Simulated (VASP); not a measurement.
Input of a VASP 6.6.1 run:

The input INCAR:

```
SYSTEM = Ru
PREC     = Accurate       ! precision mode
ENCUT    = 560            ! plane-wave cutoff, eV
EDIFF    = 1E-6           ! SCF threshold, eV
ISMEAR   = -1             ! smearing method
SIGMA    = 0.05           ! smearing width, eV
LREAL    = .False.        ! projectors in reciprocal space
LASPH    = .True.         ! aspherical terms in the spheres
NELM     = 120            ! most SCF steps
ALGO     = Normal         ! electronic algorithm
ISIF     = 2              ! what is computed and relaxed
LWAVE    = .False.        ! write WAVECAR
LCHARG   = .False.        ! write CHGCAR
GGA      = B5             ! functional
ALDAX    = 1.0          
AGGAX    = 1.0          
AGGAC    = 1.0          
ALDAC    = 0.0          
IVDW     = 13             ! dispersion correction
VDW_S6   = 1.0          
VDW_S8   = 2.34076671   
VDW_A1   = 0.44488865   
VDW_A2   = 4.0933009    
NBANDS   = 23             ! bands
GGA_COMPAT= .False.
```

File KPOINTS:

```
Automatic mesh
0
Gamma
  11 11 6
  0 0 0
```

Contents of POSCAR:

```
Ru
1.0
    2.6876397213      0.0000000000      0.0000000000
   -1.3438198606      2.3275642749      0.0000000000
    0.0000000000      0.0000000000      4.2531615502
Ru
2
Direct
    0.6666666667      0.3333333333      0.7500000000
    0.3333333333      0.6666666667      0.2500000000
```

Potentials or basis: VASP PAW PBE potentials, release 64 (Ru_sv).

The run is started by

```bash
$ cat potpaw_PBE.64/Ru_sv/POTCAR > POTCAR
$ mpirun -np 1 vasp_std > vasp.out
```

**Question.** Estimate the dispersion energy per atom.

**Answer.** -1.030 eV.

**Question.** Predict the band gap on the k mesh.

**Answer.** Zero (bands 16 and 17 overlap by 3.16 eV).

**Question.** Estimate the pressure.

**Answer.** 14.4 GPa.

Stress tensor (GPa, compression positive):
```
14.28  0.00  0.00
 0.00 14.28  0.00
 0.00  0.00 14.73
```

Caveat: the cell stands under pressure; the dispersion term is far too large for a dense solid, which distorts pressure and volume; the PAW data sets were made with another functional, which shifts forces and pressure a little.
